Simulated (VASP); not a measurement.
Set up this calculation in VASP 6.6.1, as the native input.

```yaml
Task: single point
Functional: PBE
Potentials_or_basis: VASP PAW PBE potentials, release 64 (In_d, Sb)
Cutoff: 520 eV
k_mesh: 6 × 6 × 8
Occupations: gaussian, width 0.1 eV
Spin: no spin polarisation
Dipole_correction: no
Further_INCAR_settings: ALGO = Normal; EDIFF = 1e-06; NBANDS = 36
```

The structure of InSb lies in POSCAR:

```
InSb
1.0
    6.4279516683      0.0000000000      0.0000000000
   -3.2139758341      5.5667694391      0.0000000000
    0.0000000000      0.0000000000      5.3265418706
In Sb
3 3
Direct
    0.5000000000      0.0000000000      0.0000000000
    0.5000000000      0.5000000000      0.0000000000
    0.0000000000      0.5000000000      0.0000000000
    0.0000000000      0.0000000000      0.0000000000
    0.3333333333      0.6666666667      0.5000000000
    0.6666666667      0.3333333333      0.5000000000
```

One way to write it, as run:

INCAR

```
PREC = Accurate ; ENCUT = 520
EDIFF = 1E-6 ; ISMEAR = 0
SIGMA = 0.1 ; LREAL = F
LASPH = T ; NELM = 60
ALGO = Normal ; ISIF = 2
LWAVE = F ; LCHARG = F
GGA = PE ; NBANDS = 36
```

KPOINTS

```
Automatic mesh
0
Gamma
  6 6 8
```

Potentials or basis: VASP PAW PBE potentials, release 64 (In_d, Sb).

Launch:

```console
$ cat potpaw_PBE.64/In_d/POTCAR potpaw_PBE.64/Sb/POTCAR > POTCAR
$ mpirun -np 1 vasp_std > vasp.out
```

It gave:

The pressure is -0.1 GPa. The band gap on the k mesh is zero (band 27 reaches 6.05 eV, above the bottom of band 28 at 5.43 eV).

Caveat: spin-orbit coupling is left out, which moves the levels of the heavy elements.

Wall time 4.9 min on 1 thread of Intel(R) Xeon(R) Platinum 8259CL CPU @ 2.50GHz (Skylake/Cascade Lake) (shared host), peak memory 0.41 GiB.
